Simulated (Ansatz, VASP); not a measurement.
CaO in VASP and in Ansatz

File POSCAR:

```
CaO
1.0
    0.0000000000      2.3974402389      2.3974402389
    2.3974402389      0.0000000000      2.3974402389
    2.3974402389      2.3974402389      0.0000000000
Ca O
1 1
Direct
    0.0000000000      0.0000000000      0.0000000000
    0.5000000000      0.5000000000      0.5000000000
```

The input INCAR.step1:

```
SYSTEM = CaO
ALGO = Normal
EDIFF = 1E-4
ENCUT = 520
GGA = PE
ISMEAR = 0
LASPH = .TRUE.
LCHARG = .FALSE.
LREAL = .FALSE.
LWAVE = .TRUE.
NBANDS = 15
NELM = 80
PREC = Accurate
SIGMA = 0.01
```

Contents of INCAR.step2:

```
SYSTEM = CaO
ALGO = Normal
EDIFF = 1E-6
ENCUT = 520
ISIF = 2
ISMEAR = 0
ISTART = 1
LASPH = .TRUE.
LCHARG = .FALSE.
LMIXTAU = .TRUE.
LREAL = .FALSE.
LWAVE = .FALSE.
METAGGA = R2SCAN
NBANDS = 15
NELM = 80
PREC = Accurate
SIGMA = 0.01
```

File KPOINTS:

```
k-points
0
G
  8 8 8
  0 0 0
```

Input for Ansatz:

```yaml
crystal:
  lattice:
    - [0.0, 2.39744023889, 2.39744023889]
    - [2.39744023889, 0.0, 2.39744023889]
    - [2.39744023889, 2.39744023889, 0.0]
  atoms:
    - { symbol: Ca, position: [0.0, 0.0, 0.0] }
    - { symbol: O, position: [0.5, 0.5, 0.5] }
kpoints:
  mp_grid: { grid: [8, 8, 8] }
scf:
  occupations: { method: fixed }
hamiltonian:
  xc: r2scan
  pseudopotentials: { kind: paw }
output:
  forces: true
  stress: true
  eigenvalues: true
  eigenstates:
    nscf_kmesh: { grid: [14, 14, 14] }
    de_dk: true
    e_range: [-9, 14.19911246212]
  optics:
    e_range: [0, 20]
    de: 0.2
    sigma: 0.15
    bands: { spectra_wanted_up_to: 20 }
    nscf_kmesh: { grid: [14, 14, 14] }
checkpoint:
  write: ck
  write_wavefunctions: false
```

Alike in both runs: task single point; functional r2SCAN; k mesh 8 × 8 × 8; no spin polarisation.

|  | VASP | Ansatz |
| --- | --- | --- |
| version | VASP 6.6.1 | Ansatz 0.2.0 |
| potentials or method | VASP PAW PBE potentials, release 64 (Ca_sv, O) | PAW with Ansatz's default frozen-core files, scalar-relativistic |
| plane-wave cutoff (eV) | 520 | 500 |
| occupations | gaussian, width 0.01 eV | fixed |
| valence electrons in the cell | 16 | 16 |

|  | VASP | Ansatz | Ansatz less VASP |
| --- | --- | --- | --- |
| gap on the k mesh at the Fermi level (eV) | 4.19 | 4.20 | +0.012 |
| pressure (GPa) | 1.1 | 0.0 | -1.05 |

VASP's potentials were made for PBE, not for r2SCAN.
